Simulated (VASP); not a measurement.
Set up this calculation in VASP 6.6.1, as the native input.

```
Task                   : single point
Functional             : LDA
Potentials or basis    : VASP PAW LDA potentials, release 64 (Ba_sv, Zr_sv, O)
Cutoff                 : 600 eV
k mesh                 : 6 × 6 × 6
Occupations            : fermi-dirac, width 0.05 eV
Spin                   : no spin polarisation
Dipole correction      : no
Further INCAR settings : ALGO = Normal; EDIFF = 1e-06; NBANDS = 28
```

The structure of BaZrO3 lies in POSCAR:

```
BaZrO3
1.0
    4.1913400000      0.0000000000      0.0000000000
    0.0000000000      4.1913400000      0.0000000000
    0.0000000000      0.0000000000      4.1913400000
Ba Zr O
1 1 3
Direct
    0.0000000000      0.0000000000      0.0000000000
    0.5000000000      0.5000000000      0.5000000000
    0.5000000000      0.5000000000      0.0000000000
    0.5000000000      0.0000000000      0.5000000000
    0.0000000000      0.5000000000      0.5000000000
```

The input as run:

INCAR

```
PREC = Accurate
ENCUT = 600
EDIFF = 1E-6
ISMEAR = -1
SIGMA = 0.05
LREAL = False
LASPH = True
NELM = 120
ALGO = Normal
ISIF = 2
LWAVE = False
LCHARG = False
GGA = CA
NBANDS = 28
GGA_COMPAT = False
```

KPOINTS

```
regular mesh
0
Gamma
  6 6 6
```

Potentials or basis: VASP PAW LDA potentials, release 64 (Ba_sv, Zr_sv, O).

Run with:

```sh
$ cat potpaw_LDA.64/Ba_sv/POTCAR potpaw_LDA.64/Zr_sv/POTCAR potpaw_LDA.64/O/POTCAR > POTCAR
$ mpirun -np 1 vasp_std > vasp.out
```

It gave:

```json
{
 "Pressure": "-4.0 GPa",
 "Band gap on the k mesh": "3.07 eV (least direct gap 3.29 eV)"
}
```

Caveat: the cell stands under tension; spin-orbit coupling is left out, which moves the levels of the heavy elements.

Wall time 21 s on 1 thread of Intel(R) Xeon(R) 6975P-C (Granite Rapids), on a shared host, peak memory 0.2 GiB.
